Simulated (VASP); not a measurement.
# C (I4_1/amd) in VASP: further runs

Runs on C. Level: PBEsol. Tasks: single point.

Program: VASP 6.6.1. These are calculated values, not measurements. Logs are shortened: lines on timing, memory, paths and dates and some standing lists are left out, and cuts for length are marked.

## (1) The cell of the first run

Symmetry: I4_1/amd, No. 141, tetragonal system. Conventional cell: a = 2.547 Å, b = 2.547 Å, c = 3.458 Å, α = 90.00°, β = 90.00°, γ = 90.00°. Within 2.1 Å of C (site symmetry -4m2) lie 4 C at 1.54 Å.

## (2) Single point, PBEsol

Contents of INCAR:

```
ALGO = Normal
EDIFF = 1E-6
ENCUT = 520
GGA = PS
ISIF = 2
ISMEAR = 0
LASPH = T
LCHARG = F
LREAL = F
LWAVE = F
NBANDS = 11
NELM = 60
PREC = Accurate
SIGMA = 0.05
```

Contents of KPOINTS:

```
k-points
0
Gamma
  12 12 12
```

Contents of POSCAR:

```
C
1.0
    0.0000000000      1.8012487981      1.7291988462
    1.8012487981      0.0000000000      1.7291988462
    1.8012487981      1.8012487981      0.0000000000
C
2
Direct
    0.5000000000      0.5000000000      0.5000000000
    0.7500000000      0.7500000000      0.7500000000
```

Potentials or basis: VASP PAW PBE potentials, release 64 (C).

The run is started by

```sh
cat potpaw_PBE.64/C/POTCAR > POTCAR
mpirun -np 1 vasp_std > vasp.out
```

OUTCAR:

```text
EDIFF = 1E-6
   ENCUT = 520
   GGA = PS
   ISIF = 2
   ISMEAR = 0
   LASPH = T
   LREAL = F
   NELM = 60
   PREC = Accurate

 ion  position               nearest neighbor table
   1  0.500  0.500  0.500-   2 1.54   2 1.54   2 1.54   2 1.54
   2  0.750  0.750  0.750-   1 1.54   1 1.54   1 1.54   1 1.54

  LATTYP: Found a body centered tetragonal cell.
 ALAT       =     2.5473504795
 C/A-ratio  =     1.3576450199

  Lattice vectors:

 A1 = (   0.0000000000,  -1.8012487981,  -1.7291988462)
 A2 = (   0.0000000000,   1.8012487981,  -1.7291988462)
 A3 = (   1.8012487981,   0.0000000000,   1.7291988462)

Analysis of symmetry for initial positions (statically):
=====================================================================
 Subroutine PRICEL returns:
 Original cell was already a primitive cell.

 Routine SETGRP: Setting up the symmetry group for a
 body centered tetragonal supercell.

 Subroutine GETGRP returns: Found 16 space group operations
 (whereof  8 operations were pure point group operations)
 out of a pool of 16 trial point group operations.

The static configuration has the point symmetry D_2d.
 The point group associated with its full space group is D_4h.

Analysis of symmetry for dynamics (positions and initial velocities):
=====================================================================
 Subroutine PRICEL returns:
 Original cell was already a primitive cell.

 Routine SETGRP: Setting up the symmetry group for a
 body centered tetragonal supercell.

 Subroutine GETGRP returns: Found 16 space group operations
 (whereof  8 operations were pure point group operations)
 out of a pool of 16 trial point group operations.

The dynamic configuration has the point symmetry D_2d.
 The point group associated with its full space group is D_4h.

 Subroutine INISYM returns: Found 16 space group operations
 (whereof  8 operations are pure point group operations),
 and found     1 'primitive' translations

----------------------------------------------------------------------------------------

                                     Primitive cell

  volume of cell :      11.2208

  direct lattice vectors                    reciprocal lattice vectors
     0.000000000  1.801248798  1.729198846    -0.277585196  0.277585196  0.289151245
     1.801248798  0.000000000  1.729198846     0.277585196 -0.277585196  0.289151245
     1.801248798  1.801248798  0.000000000     0.277585196  0.277585196 -0.289151245

  length of vectors
[... 90 lines left out ...]
   POTIM  = 0.5000    time-step for ionic-motion
   TEBEG  =    0.0;   TEEND  =   0.0 temperature during run
   PSTRESS=    0.0 pullay stress
   NELECT =       8.0000    total number of electrons
   NUPDOWN=      -1.0000    fix difference up-down
   EMIN   =  10.00;   EMAX   =-10.00  energy-range for DOS
   EFERMI =   0.00;   METHOD = LEGACY
   ISMEAR =     0;   SIGMA  =   0.05  broadening in eV -4-tet -1-fermi 0-gaus
   EFERMI_NEDOS =   21; number of points for ismear=-14 and -15
   IALGO  =     38    algorithm
   IMIX   =      4    mixing-type and parameters
     AMIX     =   0.40;   BMIX     =  1.00
     AMIX_MAG =   1.60;   BMIX_MAG =  1.00
  volume/ion in A,a.u.               =       5.61        37.86
  Fermi-wavevector in a.u.,A,eV,Ry     =   1.462505  2.763734 29.101788  2.138921
  Thomas-Fermi vector in A             =   2.578710
   LORBIT       =      0    0 simple, 1 ext, 2 COOP (PROOUT), +10 PAW based schemes
   GGA     = PS    functional components
   LHFCALC =     F    Hartree Fock is set to
   AEXX    =    0.0000 exact exchange contribution
   IVDW    =     0    specifies the selected vdW correction
   LEPSILON=     F    determine dielectric tensor
   LRPA    =     F    only Hartree local field effects (RPA)
 non-spin polarized calculation
 Gauss-broadening in eV      SIGMA  =   0.05
  energy-cutoff  :      520.00
  volume of cell :       11.22
 maximum number of plane-waves:       316
   NGX =  9   NGY =  9   NGZ =  9

 number of electron       7.9999999 magnetization

 Free energy of the ion-electron system (eV)
  ---------------------------------------------------
  ext. energy  EPLUGINS =         0.00000000
  ---------------------------------------------------
  free energy    TOTEN  =       -19.21459848 eV

  energy without entropy =      -19.21459848  energy(sigma->0) =      -19.21459848

 E-fermi :  10.5772     XC(G=0): -13.4888

 val. band max:       10.2652969485   @ k =   0.0000   0.0000   0.0000
 cond. band min:      13.3033130137   @ k =   0.3333   0.3333   0.0000
 fundamental gap:      3.0380160652
 Fermi energy:        10.5771770589

 k-point     1 :       0.0000    0.0000    0.0000
  band No.  band energies     occupation
      1     -11.7988      2.00000
      2       9.6723      2.00000
      3       9.6723      2.00000
      4      10.2653      2.00000
      5      15.1220      0.00000
      6      15.6227      0.00000
      7      15.6227      0.00000
      8      23.4648      0.00000
      9      28.9864      0.00000
     10      35.3913      0.00000
     11      36.5137      0.00000
[... 309 lines left out ...]
 k-point    24 :      -0.4167    0.1667    0.0000
  band No.  band energies     occupation
      1      -5.5677      2.00000
      2      -2.7180      2.00000
      3       4.7580      2.00000
      4       5.8359      2.00000
      5      16.7779      0.00000
      6      20.0410      0.00000
      7      21.5559      0.00000
      8      25.1267      0.00000
      9      29.0934      0.00000
     10      33.9863      0.00000
     11      34.5021      0.00000

 [... further k-points ...]

------------------------ aborting loop because EDIFF is reached ----------------------------------------

  FORCE on cell =-STRESS in cart. coord.  units (eV):
  Direction    XX          YY          ZZ          XY          YZ          ZX
  --------------------------------------------------------------------------------------
  -------------------------------------------------------------------------------------
  Total       -0.7692957     -0.7692957      1.7742054      0.0000000      0.0000000     -0.0000000
  in kB     -109.8453155   -109.8453155    253.3332231      0.0000000      0.0000000     -0.0000000
  external PRESSURE =      11.2141974 kB  Pullay stress =       0.0000000 kB

 VOLUME and BASIS-vectors are now :
 -----------------------------------------------------------------------------
  energy-cutoff  :      520.00
  volume of cell :       11.22
      direct lattice vectors                 reciprocal lattice vectors
     0.000000000  1.801248798  1.729198846    -0.277585196  0.277585196  0.289151245
     1.801248798  0.000000000  1.729198846     0.277585196 -0.277585196  0.289151245
     1.801248798  1.801248798  0.000000000     0.277585196  0.277585196 -0.289151245

 POSITION                                       TOTAL-FORCE (eV/Angst)
 -----------------------------------------------------------------------------------
      1.80125      1.80125      1.72920         0.000000      0.000000      0.000000
      2.70187      2.70187      2.59380         0.000000      0.000000     -0.000000
 -----------------------------------------------------------------------------------
    total drift:                                0.000000     -0.000000      0.000000

  FREE ENERGIE OF THE ION-ELECTRON SYSTEM (eV)
  ---------------------------------------------------
  free  energy   TOTEN  =       -19.2145984789 eV

  energy  without entropy=      -19.2145984789  energy(sigma->0) =      -19.21459848
```

stdout:

```text
POSCAR found type information on POSCAR C
 POSCAR found :  1 types and       2 ions
 scaLAPACK will be used
 -----------------------------------------------------------------------------
|                                                                             |
|                                                                             |
|     You enforced a specific xc type in the INCAR file but a different       |
|     I HOPE YOU KNOW WHAT YOU ARE DOING!                                     |
|                                                                             |
 -----------------------------------------------------------------------------

 LDA part: xc-table for (Slater+PW92), standard interpolation
 POSCAR, INCAR and KPOINTS ok, starting setup
 FFT: planning ... GRIDC
 FFT: planning ... GRID_SOFT
 FFT: planning ... GRID
 WAVECAR not read
 entering main loop
```

It took 12 s on 1 thread of Intel Xeon Platinum 8375C at 2.90GHz (Ice Lake), shared host; peak memory 0.13 GiB.

What came out:

```yaml
Free_energy: -19.2146 eV
Pressure: 1.1 GPa
Band_gap_on_the_k_mesh: 3.04 eV, indirect (least direct gap 4.86 eV)
```

Levels at points of the mesh, in eV from the valence-band top:
```tsv
k point	band 1	band 2	band 3	band 4	band 5	band 6	band 7	band 8	band 9
(0.00, 0.00, 0.00)	-22.06	-0.59	-0.59	0.00	4.86	5.36	5.36	13.20	18.72
(0.50, 0.00, 0.00)	-16.16	-13.98	-3.59	-2.87	7.63	7.85	9.17	15.21	21.37
(0.50, 0.50, 0.00)	-12.81	-12.81	-7.20	-7.20	3.60	3.60	16.68	16.68	23.26
(0.50, 0.00, 0.50)	-13.46	-13.46	-6.58	-6.58	4.56	4.56	16.40	16.40	22.62
```

Caveat: the PAW data sets were made with another functional, which shifts forces and pressure a little. A k mesh can miss the band edges.

## (3) Single point, PBEsol

Contents of INCAR:

```
ALGO = Normal
EDIFF = 1E-7
ENCUT = 520
GGA = PS
ISIF = 2
ISMEAR = 0
LASPH = True
LCHARG = False
LREAL = False
LWAVE = False
NBANDS = 11
NELM = 80
PREC = Accurate
SIGMA = 0.05
```

KPOINTS is that of step 2.

Contents of POSCAR:

```
C
1.0
    0.0000000000      1.7482398495      1.8356518420
    1.7482398495      0.0000000000      1.8356518420
    1.7482398495      1.7482398495      0.0000000000
C
2
Direct
    0.5000000000      0.5000000000      0.5000000000
    0.7500000000      0.7500000000      0.7500000000
```

Potentials or basis: VASP PAW PBE potentials, release 64 (C).

The run is started by

```sh
cat potpaw_PBE.64/C/POTCAR > POTCAR
mpirun -np 1 vasp_std > vasp.out
```

Wall time 10 s (1 thread of Intel Xeon Platinum 8375C at 2.90GHz (Ice Lake), shared host); peak memory 0.12 GiB.

It converged, with:

```yaml
Free_energy: -19.1963 eV
Pressure: 1.1 GPa
Band_gap_on_the_k_mesh: 3.44 eV, indirect (least direct gap 5.13 eV)
```

Stress tensor (GPa, compression positive):
```
 17.03   0.00   0.00
  0.00  17.03   0.00
  0.00   0.00 -30.62
```

Levels at points of the mesh, in eV from the valence-band top:
| k point | band 1 | band 2 | band 3 | band 4 | band 5 | band 6 | band 7 | band 8 |
| --- | --- | --- | --- | --- | --- | --- | --- | --- |
| (0.00, 0.00, 0.00) | -21.93 | -0.78 | 0.00 | 0.00 | 5.13 | 5.13 | 5.73 | 13.31 |
| (0.50, 0.00, 0.00) | -16.03 | -13.84 | -3.56 | -2.64 | 7.34 | 8.38 | 9.34 | 15.35 |
| (0.50, 0.50, 0.00) | -13.62 | -13.62 | -6.16 | -6.16 | 5.14 | 5.14 | 16.50 | 16.50 |
| (0.50, 0.00, 0.50) | -12.85 | -12.85 | -6.89 | -6.89 | 4.00 | 4.00 | 16.64 | 16.64 |

Caveat: the PAW data sets were made with another functional, which shifts forces and pressure a little. A k mesh can miss the band edges.

(Continued in part 2 of 2.)
